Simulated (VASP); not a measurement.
A run of VASP 6.6.1 is set up as follows.

The input INCAR:

```
ALGO = Normal ; EDIFF = 1E-6
ENCUT = 520 ; GGA = PS
ISIF = 2 ; ISMEAR = -1
LASPH = True ; LCHARG = True
LELF = True ; LREAL = False
LVHAR = True ; LWAVE = False
NBANDS = 21 ; NELM = 60
PREC = Accurate ; SIGMA = 0.08
```

Contents of KPOINTS:

```
k-points
0
Gamma
  12 12 12
```

POSCAR

```
Ge
1.0
    0.0000000000      2.8389191979      2.8389191979
    2.8389191979      0.0000000000      2.8389191979
    2.8389191979      2.8389191979      0.0000000000
Ge
2
Direct
   -0.1250000000     -0.1250000000     -0.1250000000
    0.1250000000      0.1250000000      0.1250000000
```

Potentials or basis: VASP PAW PBE potentials, release 64 (Ge_d).

The run is started by

```sh
$ cat potpaw_PBE.64/Ge_d/POTCAR > POTCAR
$ mpirun -np 1 vasp_std > vasp.out
```

(1) Predict the band gap on the k mesh.

(2) Predict the pressure.

Answers

(1) zero (filled and empty bands touch).

(2) -0.4 GPa.

Caveat: semilocal functionals underestimate gaps, and a narrow one can read as zero; the PAW data sets were made with another functional, which shifts forces and pressure a little.
